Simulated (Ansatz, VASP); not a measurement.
Cs2LiYbF6 in VASP and in Ansatz

Contents of INCAR:

```
SYSTEM = Cs2LiYbF6
ALGO     = Normal         ! electronic algorithm
EDIFF    = 1E-6           ! SCF threshold, eV
ENCUT    = 520            ! plane-wave cutoff, eV
GGA      = PE             ! functional
ISIF     = 2              ! what is computed and relaxed
ISMEAR   = 1              ! smearing method
LASPH    = .TRUE.         ! aspherical terms in the spheres
LCHARG   = .TRUE.         ! write CHGCAR
LELF     = .TRUE.         ! ELF
LREAL    = .FALSE.        ! projectors in reciprocal space
LVHAR    = .TRUE.       
LWAVE    = .FALSE.        ! write WAVECAR
NBANDS   = 54             ! bands
NELM     = 60             ! most SCF steps
PREC     = Accurate       ! precision mode
SIGMA    = 0.0483         ! smearing width, eV
```

The input KPOINTS:

```
k-points
0
G
  5 5 5
  0 0 0
```

Contents of POSCAR:

```
Cs2LiYbF6
1.0
    0.0000000000      4.4033604300      4.4033604300
    4.4033604300      0.0000000000      4.4033604300
    4.4033604300      4.4033604300      0.0000000000
F Li Yb Cs
6 1 1 2
Direct
    0.7850000000      0.2150000000      0.2150000000
    0.2150000000      0.7850000000      0.2150000000
    0.2150000000      0.7850000000      0.7850000000
    0.7850000000      0.2150000000      0.7850000000
    0.2150000000      0.2150000000      0.7850000000
    0.7850000000      0.7850000000      0.2150000000
    0.5000000000      0.5000000000      0.5000000000
    0.0000000000      0.0000000000      0.0000000000
    0.2500000000      0.2500000000      0.2500000000
    0.7500000000      0.7500000000      0.7500000000
```

Input for Ansatz:

```yaml
crystal:
  lattice:
    - [0.0, 4.40336043, 4.40336043]
    - [4.40336043, 0.0, 4.40336043]
    - [4.40336043, 4.40336043, 0.0]
  atoms:
    - { symbol: F, position: [0.785, 0.215, 0.215] }
    - { symbol: F, position: [0.215, 0.785, 0.215] }
    - { symbol: F, position: [0.215, 0.785, 0.785] }
    - { symbol: F, position: [0.785, 0.215, 0.785] }
    - { symbol: F, position: [0.215, 0.215, 0.785] }
    - { symbol: F, position: [0.785, 0.785, 0.215] }
    - { symbol: Li, position: [0.5, 0.5, 0.5] }
    - { symbol: Yb, position: [0.0, 0.0, 0.0] }
    - { symbol: Cs, position: [0.25, 0.25, 0.25] }
    - { symbol: Cs, position: [0.75, 0.75, 0.75] }
kpoints:
  mp_grid: { grid: [5, 5, 5], shift: [0, 0, 0] }
magnetization:
  spin_polarized: false
scf:
  occupations: { method: cold, width: 0.0483 }
  lower_state_search: "off"
  max_iter: 200
hamiltonian:
  pseudopotentials: { kind: paw }
  xc: pbe
basis:
  ecutwfc: 420
  fft_grid_basis: typed
output:
  forces: true
  stress: true
  eigenvalues: true
  bader: true
  populations: true
  elf: true
  write_potential: true
  volumetric_format: npy
  dos:
    e_range: [-12, 8]
    de: 0.05
    projected: { site_lists: { Cs: [Cs], F: [F], Li: [Li], Yb: [Yb] } }
checkpoint:
  read: saved_state
```

Alike in both runs: task single point; functional PBE; k mesh 5 × 5 × 5; no spin polarisation.

|  | VASP | Ansatz |
| --- | --- | --- |
| version | VASP 6.6.1 | Ansatz 0.2.0 |
| potentials or method | VASP PAW PBE potentials, release 64 (F, Li_sv, Yb, Cs_sv), cutoff 520 eV | PAW plane waves |
| occupations | methfessel-paxton of order 1, width 0.0483 eV | cold, width 0.0483 eV |
| valence electrons in the cell | 87 | 87 |

```csv
,VASP,Ansatz,Ansatz less VASP
rms of the force components (eV/Å),3.176,3.083,-0.0934
```

Atom by atom the forces differ by 0.093 eV/Å (rms over components).

Neither program's run includes spin-orbit coupling. Noted on VASP's run: the cutoff is short for stress, so the pressure is rough.
